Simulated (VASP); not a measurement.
# AlRu: single point with PBE

Crystal: AlRu.

```
Ru Al
1.0
     3.01141    0.00000    0.00000
     0.00000    3.01141    0.00000
     0.00000    0.00000    3.01141
Ru Al
1 1
Direct
  0.50000 0.50000 0.50000
  0.00000 0.00000 0.00000
```

This cell differs from its parent crystal: volume scaled by 1.02.

| Item | Value |
| --- | --- |
| Program | VASP 6.6.1 |
| Task | single point |
| Functional | PBE |
| Potentials or basis | VASP PAW PBE potentials, release 64 (Ru_pv, Al) |
| Cutoff | 520 eV |
| k mesh | 9 × 9 × 9 |
| Occupations | fermi-dirac, width 0.05 eV |
| Spin | no spin polarisation |

| Property | Result |
| --- | --- |
| Pressure | -1.6 GPa |

Levels at points of the mesh, in eV from the Fermi level:
```tsv
k point	band 5	band 6	band 7	band 8	band 9	band 10	band 11	band 12	band 13	band 14
(0.00, 0.00, 0.00)	-3.39	-3.39	0.23	0.23	0.23	6.06	6.06	6.06	10.94	10.94
```

It took 8.5 s on 1 thread of AMD EPYC 9R14 (Zen 4), on a shared host, peak memory 0.11 GiB.
